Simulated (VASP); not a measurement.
Write the native input for VASP 6.6.1 that does the following.

```
Task                   : relaxation of cell and atoms
Functional             : PBE
Potentials or basis    : VASP PAW PBE potentials, release 64 (Dy_3, Be, Se), 4f in core
Cutoff                 : 600 eV
k mesh                 : 6 × 6 × 4
Occupations            : gaussian, width 0.1 eV
Spin                   : no spin polarisation
Dipole correction      : no
Further INCAR settings : ALGO = Normal; EDIFF = 1e-07; IBRION = 2; EDIFFG = -0.04; NSW = 90; ISIF = 3
```

The structure of Dy3Be2Se lies in POSCAR:

```
Dy3Be2Se
1.0
    5.0418968442      0.0000000000      0.0000000000
   -2.5209484221      4.3664107504      0.0000000000
    0.0000000000      0.0000000000      5.6530421970
Dy Be Se
3 2 1
Direct
    0.3333333333      0.6666666667      0.0000000000
    0.6666666667      0.3333333333      0.0000000000
    0.0000000000      0.0000000000      0.5000000000
    0.3333333333      0.6666666667      0.5000000000
    0.6666666667      0.3333333333      0.5000000000
    0.0000000000      0.0000000000      0.0000000000
```

The cell was generated, and may not be a known phase.

These files were run (other wordings do the same):

INCAR

```
SYSTEM = Dy3Be2Se
PREC = Accurate
ENCUT = 600
EDIFF = 1E-7
ISMEAR = 0
SIGMA = 0.1
LREAL = .False.
LASPH = .True.
NELM = 200
ALGO = Normal
ISIF = 3
LWAVE = .False.
LCHARG = .False.
GGA = PE
IBRION = 2
NSW = 90
EDIFFG = -0.04
GGA_COMPAT = .False.
NELMIN = 4
LMAXMIX = 6
```

KPOINTS

```
regular mesh
0
Gamma
  6 6 4
  0 0 0
```

Potentials or basis: VASP PAW PBE potentials, release 64 (Dy_3, Be, Se), 4f in core.

Command:

```bash
$ cat potpaw_PBE.64/Dy_3/POTCAR potpaw_PBE.64/Be/POTCAR potpaw_PBE.64/Se/POTCAR > POTCAR
$ mpirun -np 1 vasp_std > vasp.out
```

Results of the run:

The relaxed volume is 21.03 Å³/atom, the relaxed cell is a = 5.070 Å, b = 5.070 Å, c = 5.668 Å, α = 90.00°, β = 90.00°, γ = 120.00° and the space group after relaxing (to 0.1 Å) is P6/mmm (No. 191). The energy gained by relaxing is 0.6 meV/atom and the ionic steps are 2. The pressure after relaxing is -0.1 GPa and the band gap on the k mesh is zero (an odd number of electrons rules out a gap without spin polarisation).

Caveat: spin-orbit coupling is left out, which moves the levels of the heavy elements; the 4f electrons are frozen in the core, so they carry no moment and show no levels; the run has no spin polarisation, though such a crystal can be magnetic.

Wall time 92 s on 1 thread of Intel(R) Xeon(R) 6975P-C (Granite Rapids), with other jobs on the host, peak memory 0.32 GiB.
